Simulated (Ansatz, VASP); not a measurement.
**Ca2SiN2 in VASP and in Ansatz**

Contents of INCAR:

```
SYSTEM = Ca2SiN2
  PREC = Accurate
  ENCUT = 600
  EDIFF = 1E-7
  ISMEAR = 0
  SIGMA = 0.1
  LREAL = .False.
  LASPH = .True.
  NELM = 120
  ALGO = Normal
  ISIF = 3
  LWAVE = .False.
  LCHARG = .False.
  GGA = PE
  IBRION = 2
  NSW = 90
  EDIFFG = -0.04
  GGA_COMPAT = .False.
  NELMIN = 4
```

KPOINTS

```
Automatic mesh
0
Gamma
  6 6 4
  0 0 0
```

The input POSCAR:

```
Ca2SiN2
1.0
    4.1881719400      0.0000000000      0.0000000000
   -2.0940859700      3.6270633000      0.0000000000
    0.0000000000      0.0000000000      5.3839851400
Ca Si N
2 1 2
Direct
    0.3333333300      0.6666666700      0.0000000000
    0.6666666700      0.3333333300      0.0000000000
    0.0000000000      0.0000000000      0.0000000000
    0.0000000000      0.0000000000      0.6489046900
    0.0000000000      0.0000000000      0.3510953100
```

Input for Ansatz:

```yaml
crystal:
  lattice:
    - [4.18817194, 0.0, 0.0]
    - [-2.09408597, 3.6270633, 0.0]
    - [0.0, 0.0, 5.38398514]
  atoms:
    - { symbol: Ca, position: [0.33333333, 0.66666667, 0.0] }
    - { symbol: Ca, position: [0.66666667, 0.33333333, 0.0] }
    - { symbol: Si, position: [0.0, 0.0, 0.0] }
    - { symbol: "N", position: [0.0, 0.0, 0.64890469] }
    - { symbol: "N", position: [0.0, 0.0, 0.35109531] }
basis:
  ecutwfc: 420
kpoints:
  mp_grid: { grid: [6, 6, 4] }
hamiltonian:
  xc: pbe
scf:
  occupations: { method: gaussian, width: 0.1 }
  lower_state_search: "off"
output:
  forces: true
  stress: true
  eigenvalues: true
relax:
  adjacent_minimum: "off"
  f_tol: 0.04
  max_steps: 70
  cell: { stress_tol: 0.4 }
```

Alike in both runs: task relaxation of cell and atoms; functional PBE; k mesh 6 × 6 × 4; occupations gaussian, width 0.1 eV; no spin polarisation.

```csv
,VASP,Ansatz
version,VASP 6.6.1,Ansatz 0.2.0
potentials or method,"VASP PAW PBE potentials, release 64 (Ca_sv, Si, N), cutoff 600 eV","scalar-relativistic, plane waves, PAW"
valence electrons in the cell,34,34
```

|  | VASP | Ansatz | Ansatz less VASP |
| --- | --- | --- | --- |
| gap on the k mesh at the Fermi level, each at its own relaxed structure (eV) | none | none | - |
| relaxed volume (Å³/atom) | 25.66 | 27.01 | +1.348 |
| relaxed cell length with the largest relative difference (Å) | 5.385 | 5.508 | +0.1235 |

A gap of «none» marks a metal or a gap that the smearing closes. One of these differences is far larger than is usual between the two programs; its cause wasn't traced.

Noted on VASP's run: the volume moved by over 15 % at a fixed basis, so the end points are rough.
